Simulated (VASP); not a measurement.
Here is a VASP 6.6.1 calculation.

The input INCAR:

```
SYSTEM = Cu
PREC     = Accurate       ! precision mode
ENCUT    = 520            ! plane-wave cutoff, eV
EDIFF    = 1E-7           ! SCF threshold, eV
ISMEAR   = 0              ! smearing method
SIGMA    = 0.15           ! smearing width, eV
LREAL    = .FALSE.        ! projectors in reciprocal space
LASPH    = .TRUE.         ! aspherical terms in the spheres
NELM     = 60             ! most SCF steps
ALGO     = Fast           ! electronic algorithm
ISIF     = 2              ! what is computed and relaxed
LWAVE    = .FALSE.        ! write WAVECAR
LCHARG   = .TRUE.         ! write CHGCAR
GGA      = PS             ! functional
LELF     = .TRUE.         ! ELF
LVHAR    = .TRUE.       
NBANDS   = 18             ! bands
```

Contents of KPOINTS:

```
Automatic mesh
0
G
  22 22 22
  0 0 0
```

POSCAR

```
Cu
1.0
    1.1466182322     -3.7419149722      0.0000000000
    1.1466182322      3.7419149722      0.0000000000
    0.0000000000      0.0000000000      2.7954365723
Cu
2
Direct
    0.1338666500      0.8661333500      0.2500000000
    0.8661333500      0.1338666500      0.7500000000
```

Potentials or basis: VASP PAW PBE potentials, release 64 (Cu).

The run is started by

```console
$ cat potpaw_PBE.64/Cu/POTCAR > POTCAR
$ mpirun -np 1 vasp_std > vasp.out
```

Predict the pressure.

3.2 GPa.

What does it give for the band gap on the k mesh?

Zero (band 11 reaches 11.00 eV, above the bottom of band 12 at 5.48 eV).

Forces in eV/Å, atoms in the order of the input:
```
Cu   0.000  0.033  0.000
Cu   0.000 -0.033  0.000
```

Caveat: the PAW data sets were made with another functional, which shifts forces and pressure a little.
